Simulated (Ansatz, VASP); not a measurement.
**Two plane-wave programs on TaGe3Ru**

```
CELL_PARAMETERS angstrom
3.68276 0.00000 0.00000
0.00000 3.68276 0.00000
0.00000 0.00000 6.89734
ATOMIC_POSITIONS crystal
Ta 0.50000 0.50000 0.52716
Ge 0.50000 0.00000 0.22622
Ge 0.00000 0.50000 0.22622
Ge 0.00000 0.00000 0.63711
Ru 0.00000 0.00000 0.99150
```

Change from the starting cell: species swapped into the SmSiPt3 type (P4mm, No. 99).

Alike in both runs: functional PBE; k mesh 10 × 10 × 6; occupations gaussian, width 0.1 eV; no spin polarisation.

Ansatz relaxed the structure, and its values are those at the end. VASP's run is a single point on that final structure, the one shown.

```csv
,VASP,Ansatz
version,VASP 6.6.1,Ansatz 0.2.0
potentials or method,"VASP PAW PBE potentials, release 64 (Ta_pv, Ge_d, Ru_pv), cutoff 520 eV","scalar-relativistic, plane waves, PAW"
valence electrons in the cell,67,71
```

|  | VASP | Ansatz | Ansatz less VASP |
| --- | --- | --- | --- |
| gap on the k mesh at the Fermi level (eV) | none | none | - |
| pressure (GPa) | 0.1 | 0.0 | -0.10 |
| rms of the force components (eV/Å) | 0.009 | 0.002 | -0.0072 |

A gap of «none» marks a metal or a gap that the smearing closes. VASP's potentials hold 67 valence electrons a cell and Ansatz's 71, so a difference there can come from the potentials and not from the codes.

Spin-orbit coupling is off throughout.
